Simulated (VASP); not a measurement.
C: single point with LDA

The system is C.

```
C
1.0
     1.22803    0.70900    3.34701
    -1.22803    0.70900    3.34701
     0.00000   -1.41800    3.34701
C
2
Direct
  0.16400 0.16400 0.16400
  0.83600 0.83600 0.83600
```

| Item | Value |
| --- | --- |
| Program | VASP 6.6.1 |
| Task | single point |
| Functional | LDA |
| Potentials or basis | VASP PAW LDA potentials, release 64 (C) |
| Cutoff | 520 eV |
| k mesh | 12 × 12 × 12 |
| Occupations | gaussian, width 0.05 eV |
| Spin | no spin polarisation |

```
Pressure               : -3.3 GPa
Largest force          : 0.892 eV/Å
Band gap on the k mesh : 0.77 eV, direct
```

Forces on the atoms (eV/Å):
```
C    0.000  0.000  0.892
C    0.000  0.000 -0.892
```

Stress tensor (GPa, compression positive):
```
-4.45  0.00  0.00
 0.00 -4.45  0.00
 0.00  0.00 -1.06
```

Levels at points of the mesh, in eV from the valence-band top:
```csv
k point,band 1,band 2,band 3,band 4,band 5,band 6,band 7,band 8,band 9
"(0.00, 0.00, 0.00)",-19.12,-6.19,-2.57,-2.57,4.19,8.79,8.79,11.82,13.59
"(0.50, 0.00, 0.00)",-13.70,-12.83,-5.96,-1.54,2.23,8.21,12.34,12.36,18.59
"(0.50, 0.50, 0.00)",-13.58,-12.74,-6.01,-2.39,1.70,7.78,13.00,15.40,19.92
"(0.50, 0.50, 0.50)",-18.80,-8.28,-2.59,-2.59,8.74,8.74,10.56,11.87,13.37
```

Run time: 71 s on 1 thread of AMD EPYC 7R13, on a shared host, peak memory 0.12 GiB.

A k mesh can miss the band edges. LDA gaps usually lie below the measured ones, often by a third to a half.
